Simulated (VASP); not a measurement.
The system is SiBi2Te5.

```
CELL_PARAMETERS angstrom
-3.47691 3.47691 5.05346
3.47691 -3.47691 5.05346
3.47691 3.47691 -5.05346
ATOMIC_POSITIONS crystal
Si 0.00769 0.00769 0.00000
Bi 0.74937 0.24937 0.50000
Bi 0.24937 0.74937 0.50000
Te 0.77278 0.21575 0.00000
Te 0.21575 0.21575 0.44297
Te 0.77278 0.77278 0.55703
Te 0.21575 0.77278 0.00000
Te 0.23950 0.23950 0.00000
```

The cell was generated, and may not be a known phase.

* Program: VASP 6.6.1
* Task: relaxation of cell and atoms
* Functional: PBE
* Potentials or basis: VASP PAW PBE potentials, release 64 (Si, Bi_d, Te)
* Cutoff: 600 eV
* k mesh: 3 × 3 × 3
* Occupations: gaussian, width 0.2 eV
* Spin: no spin polarisation

At the start: pressure 17.1 GPa; volume 30.55 Å³/atom.

**Question.** How do energy, volume and symmetry change on relaxing?

**Answer.** Over 28 steps the energy falls by 941.2 meV/atom and the volume is 34.79 Å³/atom (+13.9 %); space group I4mm (No. 107, to 0.1 Å) before and after.

Step by step:
```csv
step,energy change (eV),largest force (eV/Å),pressure (GPa),volume (Å³)
1,0.0000,8.1595,17.06,244.36
2,-2.1806,0.7904,-6.53,375.77
3,-5.0411,0.8118,-2.73,299.65
4,-5.0695,0.8850,-2.30,296.50
5,-5.0829,0.9993,-1.62,292.03
6,-5.3659,1.2394,-0.75,279.75
7,-5.7154,2.2896,4.07,244.56
8,-5.7935,2.0537,4.17,243.07
9,-5.9480,1.4822,4.77,238.55
10,-5.8204,1.1526,7.45,229.31
11,-5.9680,1.4056,5.35,235.85
12,-6.1792,1.0367,3.91,240.92
13,-6.5336,0.7484,0.36,256.52
14,-6.5732,0.8122,-0.87,263.45
15,-6.6643,0.8241,-0.88,263.72
16,-6.9029,0.7798,-0.90,264.40
17,-7.1410,0.7702,-0.82,265.16
18,-7.2930,0.3759,0.45,260.00
19,-7.3196,0.4554,1.34,256.99
20,-7.3977,0.6694,0.60,263.76
21,-7.4352,0.8280,-0.28,274.43
22,-7.4819,0.6179,-0.11,275.59
23,-7.5115,0.2158,0.15,277.28
24,-7.5117,0.2206,0.18,277.43
25,-7.5190,0.1147,-0.32,280.27
26,-7.5190,0.1115,-0.33,280.34
27,-7.5254,0.0855,-0.21,279.45
28,-7.5293,0.0649,-0.04,278.29
```

Final structure:
```
Si Bi Te
1.0
    -4.00147    4.00147    4.34515
     4.00147   -4.00147    4.34515
     4.00147    4.00147   -4.34515
Si Bi Te
1 2 5
Cartesian
  0.0000 0.0000 0.1488
  0.0000 4.0015 2.5732
  4.0015 0.0000 2.5732
  -2.1156 2.1156 3.8989
  1.8859 1.8859 -0.4462
  2.1156 2.1156 3.8989
  2.1156 -2.1156 3.8989
  0.0000 0.0000 2.7727
```

Caveat: the k points lie up to 0.36 Å⁻¹ apart in the final cell; the relaxation stopped at a loose force limit of 0.08 eV/Å, so its end isn't a converged minimum.
